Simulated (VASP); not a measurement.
Input of a VASP 6.6.1 run:

Contents of INCAR:

```
SYSTEM = Cd
  ALGO = Fast
  EDIFF = 1E-6
  EDIFFG = -0.01
  ENCUT = 600
  GGA = PE
  IBRION = 2
  ISIF = 3
  ISMEAR = 0
  LASPH = .True.
  LCHARG = .False.
  LREAL = .False.
  LWAVE = .False.
  NELM = 80
  NSW = 80
  PREC = Accurate
  SIGMA = 0.1
```

Contents of KPOINTS:

```
k-points
0
Gamma
  18 18 18
  0 0 0
```

File POSCAR:

```
Cd
1.0
   -1.5933751349      1.5932322901      2.2527004682
    1.5933751349     -1.5932322901      2.2527004682
    1.5933751349      1.5932322901     -2.2527004682
Cd
1
Direct
    0.5000000000      0.5000000000      0.0000000000
```

Potentials or basis: VASP PAW PBE potentials, release 64 (Cd).

Command:

```sh
$ cat potpaw_PBE.64/Cd/POTCAR > POTCAR
$ mpirun -np 1 vasp_std > vasp.out
```

Problem. Predict the relaxed volume.

Solution. 22.93 Å³/atom.

Problem. Estimate the band gap on the k mesh.

Solution. Zero (bands 6 and 7 overlap by 2.93 eV).

Problem. Estimate the space group after relaxing (to 0.1 Å).

Solution. Fm-3m (No. 225).

Problem. Estimate the relaxed cell.

Solution. a = 3.189 Å, b = 3.189 Å, c = 3.189 Å, α = 119.99°, β = 120.00°, γ = 90.01°.

Final structure:
```xyz
1
Lattice="-1.5945 1.5944 2.2545 1.5945 -1.5944 2.2545 1.5945 1.5944 -2.2545" Properties=species:S:1:pos:R:3 pbc="T T T"
Cd    1.5945    1.5944    0.0000
```
